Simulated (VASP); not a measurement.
The system is PbO.

```
Pb O
1.0
     0.00000    2.79878    2.79878
     2.79878    0.00000    2.79878
     2.79878    2.79878    0.00000
Pb O
1 1
Direct
  0.00000 0.00000 0.00000
  0.25000 0.25000 0.25000
```

Base run:

```yaml
Program: VASP 6.6.1
Functional: PBE0
Potentials_or_basis: VASP PAW PBE potentials, release 64 (Pb_d, O)
Cutoff: 520 eV
k_mesh: 6 × 6 × 6
Occupations: gaussian, width 0.01 eV
Spin: no spin polarisation
```

Its results: band gap on the k mesh 1.75 eV (least direct gap 1.91 eV); pressure 0.3 GPa.

The run is repeated on the same cell with these changes: functional from PBE0 to r2SCAN; k mesh from 6 × 6 × 6 to 8 × 8 × 8. What comes out?

Band gap on the k mesh 0.61 eV (least direct gap 0.79 eV); pressure 0.3 GPa.

Several settings changed at once.

Caveats: the structure was generated, so it needn't be the stable form of PbO; the PAW data sets were made with another functional, which shifts forces and pressure a little; spin-orbit coupling is left out, which moves the levels of the heavy elements.

A k mesh can miss the band edges.
